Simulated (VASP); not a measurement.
# MgO in VASP: notebook, part 3 of 3

VASP 6.6.1.

## (5) Single point, LDA

The input, INCAR:

```
SYSTEM = MgO
ALGO = Normal
EDIFF = 1E-6
ENCUT = 520
GGA = CA
ISIF = 2
ISMEAR = -1
LASPH = .True.
LCHARG = .True.
LELF = .True.
LREAL = Auto
LVHAR = .True.
LWAVE = .False.
NBANDS = 66
NELM = 100
PREC = Accurate
SIGMA = 0.02
```

The input, KPOINTS:

```
k-points
0
Gamma
  2 2 1
  0 0 0
```

The input, POSCAR:

```
MgO
1.0
    6.1010590000      0.0000000000      0.0000000000
    3.0505290000      5.2836720000      0.0000000000
    0.0000000000      0.0000000000     19.2268670000
Mg O
12 12
Direct
    0.0000000000      0.0000000000      0.0520105538
    0.0000092254      0.4999931866      0.0520105538
    0.4999951648      0.0000000000      0.0520105538
    0.5000043902      0.4999931866      0.0520105538
    0.6883619796      0.6636104588      0.1836908738
    0.6211947742      0.1875589552      0.1907643091
    0.1008735124      0.7257642034      0.1866970838
    0.0791341665      0.1967192513      0.2268856387
    0.2828016986      0.4135381606      0.3344642682
    0.3922694625      0.7884668087      0.3275884729
    0.8418500528      0.1687652072      0.3764939967
    0.8371370601      0.7211462029      0.3771545307
    0.3333305588      0.8333409038      0.1167844974
    0.3333307966      0.3333287910      0.1167844974
    0.8333257236      0.8333409038      0.1167844974
    0.8333423519      0.3333287910      0.1167844974
    0.9523571430      0.5834767942      0.2460047183
    0.8616043816      0.0497949154      0.2516790697
    0.4228271908      0.5686575548      0.2417970645
    0.4234310547      0.0541290224      0.2383955743
    0.5870877572      0.0616427363      0.3722915439
    0.6196037105      0.5571693322      0.3814922109
    0.0996802460      0.2142070893      0.3452876644
    0.0835002639      0.7918167517      0.3851901612
```

Potentials or basis: VASP PAW LDA potentials, release 64 (Mg, O).

Started as:

```console
cat potpaw_LDA.64/Mg/POTCAR potpaw_LDA.64/O/POTCAR > POTCAR
mpirun -np 1 vasp_std > vasp.out
```

OUTCAR:

```text
SYSTEM = MgO
   EDIFF = 1E-6
   ENCUT = 520
   GGA = CA
   ISIF = 2
   ISMEAR = -1
   LASPH = .True.
   LREAL = Auto
   NELM = 100
   PREC = Accurate

 ion  position               nearest neighbor table
   1  0.000  0.000  0.052-  16 2.16  13 2.16  15 2.16   7 2.98   4 3.05   3 3.05   2 3.05   2 3.05
                             3 3.05   4 3.05   6 3.34
   2  0.000  0.500  0.052-  14 2.16  16 2.16  15 2.16   5 3.02   3 3.05   4 3.05   1 3.05   1 3.05
                             4 3.05   3 3.05   7 3.14
   3  0.500  0.000  0.052-  13 2.16  14 2.16  15 2.16   2 3.05   1 3.05   4 3.05   4 3.05   1 3.05
                             2 3.05   5 3.10   6 3.13
   4  0.500  0.500  0.052-  16 2.16  14 2.16  13 2.16   1 3.05   2 3.05   3 3.05   3 3.05   2 3.05
                             1 3.05   5 3.14   6 3.14   7 3.34
   5  0.688  0.664  0.184-  17 1.87  15 2.10  16 2.17  19 2.27  13 2.28  20 2.35   7 2.73   8 2.77
                             6 3.02   2 3.02   3 3.10   6 3.13   4 3.14  10 3.18   7 3.41   8 3.60
   6  0.621  0.188  0.191-  18 1.73  20 1.98  14 2.08  19 2.24  15 2.36  16 2.37   7 2.87   8 2.91
                             5 3.02   5 3.13   3 3.13   4 3.14   7 3.23   9 3.31   1 3.34   8 3.35
   7  0.101  0.726  0.187-  17 1.91  15 1.96  19 2.00  18 2.17  13 2.28  14 2.48   5 2.73   6 2.87
                             8 2.91   1 2.98   2 3.14   6 3.23   9 3.29   4 3.34  10 3.37   8 3.39
   8  0.079  0.197  0.227-  20 1.84  18 2.00  17 2.12  23 2.29  16 2.48   5 2.77   6 2.91   7 2.91
                            10 2.97   9 3.04  11 3.26   6 3.35   7 3.39   5 3.60
   9  0.283  0.414  0.334-  23 2.03  21 2.14  24 2.22  19 2.37  17 2.44  12 2.55  20 2.66  10 2.69
                            22 2.76   8 3.04  11 3.07   7 3.29   6 3.31  10 3.53
  10  0.392  0.788  0.328-  22 1.74  19 2.07  24 2.18  23 2.33  20 2.43  21 2.63   9 2.69  12 2.71
                             8 2.97  11 3.12   5 3.18   7 3.37  11 3.51   9 3.53
  11  0.842  0.169  0.376-  23 1.83  21 1.97  24 2.02  22 2.06  18 2.49  12 2.75   9 3.07  10 3.12
                             8 3.26  12 3.36  10 3.51
  12  0.837  0.721  0.377-  24 1.77  21 1.87  22 2.02   9 2.55  17 2.64  10 2.71  11 2.75  23 2.75
                            11 3.36
  13  0.333  0.833  0.117-   3 2.16   1 2.16   4 2.16   5 2.28   7 2.28
  14  0.333  0.333  0.117-   6 2.08   2 2.16   3 2.16   4 2.16   7 2.48
  15  0.833  0.833  0.117-   7 1.96   5 2.10   3 2.16   1 2.16   2 2.16   6 2.36
  16  0.833  0.333  0.117-   1 2.16   2 2.16   4 2.16   5 2.17   6 2.37   8 2.48
[... 201 lines left out ...]
  volume of cell :      619.80
 maximum number of plane-waves:     16739
 NGX is ok and might be reduce to    48
   NGX = 23   NGY = 23   NGZ = 71

 number of electron      96.0000018 magnetization

 Free energy of the ion-electron system (eV)
  ---------------------------------------------------
  ext. energy  EPLUGINS =         0.00000000
  ---------------------------------------------------
  free energy    TOTEN  =      -133.67057783 eV

  energy without entropy =     -133.64251887  energy(sigma->0) =     -133.65654835

 E-fermi :  -1.9639     XC(G=0):  -5.5533

 val. band max:       -2.0134315031   @ k =   0.5000   0.5000   0.0000
 cond. band min:      -1.9625795804   @ k =   0.5000   0.5000   0.0000
 fundamental gap:      0.0508519227
 Fermi energy:        -1.9638911887

 k-point     1 :       0.0000    0.0000    0.0000
  band No.  band energies     occupation
      1     -19.6364      2.00000
      2     -18.8588      2.00000
      3     -18.5011      2.00000
      4     -18.3434      2.00000
      5     -18.3008      2.00000
      6     -17.7239      2.00000
[... 241 lines left out ...]
     59       4.2331      0.00000
     60       4.4643      0.00000
 [bands above 60 left out]

------------------------ aborting loop because EDIFF is reached ----------------------------------------

  FORCE on cell =-STRESS in cart. coord.  units (eV):
  Direction    XX          YY          ZZ          XY          YZ          ZX
  --------------------------------------------------------------------------------------
  -------------------------------------------------------------------------------------
  Total        2.7288619    -12.8068040    -22.9518648     -4.3676292     -9.9648967      7.0168229
  in kB        7.0541151    -33.1056218    -59.3306303    -11.2903329    -25.7592839     18.1385055
  external PRESSURE =     -28.4607123 kB  Pullay stress =       0.0000000 kB

 VOLUME and BASIS-vectors are now :
 -----------------------------------------------------------------------------
  energy-cutoff  :      520.00
  volume of cell :      619.80
      direct lattice vectors                 reciprocal lattice vectors
     6.101059000  0.000000000  0.000000000     0.163905971 -0.094631143  0.000000000
     3.050529000  5.283672000  0.000000000     0.000000000  0.189262316  0.000000000
     0.000000000  0.000000000 19.226867000     0.000000000  0.000000000  0.052010554

 POSITION                                       TOTAL-FORCE (eV/Angst)
 -----------------------------------------------------------------------------------
      0.00000      0.00000      1.00000         0.182257      0.236324      2.442873
      1.52530      2.64180      1.00000         0.105631     -0.338142      2.452112
      3.05050      0.00000      1.00000        -0.226136      0.179842      2.718420
      4.57580      2.64180      1.00000        -0.057905      0.006863      2.605210
      6.22410      3.50630      3.53180        -2.618043      1.282279      0.358938
      4.36210      0.99100      3.66780        -2.874608      2.365892     -1.525854
[... 16 lines left out ...]
      1.26160      1.13180      6.63880         2.148151      1.079804     -0.483402
      2.92490      4.18370      7.40600         2.411468     -1.233458     -0.518550
 -----------------------------------------------------------------------------------
    total drift:                                0.004267      0.004839     -0.032374

  FREE ENERGIE OF THE ION-ELECTRON SYSTEM (eV)
  ---------------------------------------------------
  free  energy   TOTEN  =      -133.6705778319 eV

  energy  without entropy=     -133.6425188669  energy(sigma->0) =     -133.65654835
```

OSZICAR:

```text
N       E                     dE             d eps       ncg     rms          rms(c)
DAV:   1     0.769667987579E+03    0.76967E+03   -0.38980E+04   536   0.117E+03
DAV:   2    -0.261408759820E+02   -0.79581E+03   -0.75239E+03   736   0.276E+02
DAV:   3    -0.168397692580E+03   -0.14226E+03   -0.14068E+03   640   0.121E+02
[... 30 lines left out ...]
DAV:  34    -0.133670527482E+03   -0.78222E-05   -0.19925E-05   592   0.212E-02    0.343E-02
DAV:  35    -0.133670546300E+03   -0.18818E-04   -0.77268E-06   552   0.120E-02    0.964E-03
DAV:  36    -0.133670559887E+03   -0.13587E-04   -0.13834E-06   408   0.610E-03    0.743E-03
DAV:  37    -0.133670577509E+03   -0.17622E-04   -0.15969E-06   392   0.620E-03    0.176E-02
DAV:  38    -0.133670577832E+03   -0.32312E-06   -0.12003E-06   424   0.481E-03
   1 F= -.13367058E+03 E0= -.13365655E+03  d E =-.280590E-01
```

Wall time 5.4 min (1 thread of Intel Xeon 6975P-C (Granite Rapids), shared host); peak memory 0.56 GiB.

Results:

* Free energy: -133.6706 eV
* Largest force: 4.339 eV/Å
* Band gap on the k mesh: zero (bands 48 and 49 overlap by 0.02 eV)

Forces on the atoms (eV/Å):
```
Mg   0.182  0.236  2.443
Mg   0.106 -0.338  2.452
Mg  -0.226  0.180  2.718
Mg  -0.058  0.007  2.605
Mg  -2.618  1.282  0.359
Mg  -2.875  2.366 -1.526
Mg   1.573 -0.708  1.065
Mg  -0.336  1.118  0.729
Mg   0.675 -1.478 -1.083
Mg  -1.524  3.571 -1.938
Mg  -0.980  0.160 -0.502
Mg  -3.386 -1.021 -0.499
O   -0.146 -0.176 -2.534
O    0.211  0.229 -2.965
O   -0.501  0.337 -2.125
O   -0.179  0.317 -1.304
O   -0.155 -1.410  0.920
O    3.814 -1.377  1.028
O    0.501 -0.340  0.273
O    0.509 -1.359 -0.312
O   -0.899  1.301 -0.326
O    1.751 -2.743  1.525
O    2.148  1.080 -0.483
O    2.411 -1.233 -0.519
```

Levels at points of the mesh, in eV from the Fermi level:
```
           k point  band 46  band 47  band 48  band 49  band 50  band 51
(0.00, 0.00, 0.00)    -0.17    -0.11     0.02     0.15     2.18     2.21
(0.50, 0.00, 0.00)    -0.25    -0.14    -0.09     0.08     0.15     1.63
(0.50, 0.50, 0.00)    -0.23    -0.11    -0.05     0.00     0.05     1.62
(0.00, 0.50, 0.00)    -0.26    -0.22    -0.11     0.04     0.04     1.61
```

Caveat: the k points lie up to 0.59 Å⁻¹ apart; the atoms stand as in a frame of molecular dynamics.

## (6) Summary

```csv
cell,gap on the mesh (eV),largest force (eV/Å)
"as given, atomic positions A",none,2.25
"as given, atomic positions B",none,2.21
"as given, atomic positions C",0.02,4.53
"as given, atomic positions D",none,4.34
```

Alike in all rows: task single point; level LDA; potentials or basis VASP PAW LDA potentials, release 64 (Mg, O); no spin polarisation; k mesh 2 × 2 × 1; cutoff (eV) 520; smearing fermi-dirac 0.02 eV.

Caveats: all runs use coarse meshes; the atoms stand as in a frame of molecular dynamics (at least some runs).

Absolute energies hang on the potentials; compare differences alone.
